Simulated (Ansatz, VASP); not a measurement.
# Sn: VASP beside Ansatz

```
Sn
1.0
     3.21323    0.00000    0.00000
    -1.60662    2.78274    0.00000
     0.00000    0.00000    3.02722
Sn
1
Cartesian
  0.0000 0.0000 0.0000
```

Change from the starting cell: volume scaled by 0.95, LAPW.

Alike in both runs: task single point; functional PBE; k mesh 13 × 13 × 12; occupations fermi-dirac, width 0.05 eV; no spin polarisation.

|  | VASP | Ansatz |
| --- | --- | --- |
| version | VASP 6.6.1 | Ansatz 0.2.0 |
| potentials or method | VASP PAW PBE potentials, release 64 (Sn_d), cutoff 520 eV | all-electron LAPW, scalar-relativistic |

Ansatz gave:

| Quantity | Value |
| --- | --- |
| pressure (GPa) | 2.7 |

What did VASP give for the same quantities?

Pressure (GPa): 2.6.

Ansatz ran all-electron here, and VASP with PAW potentials.
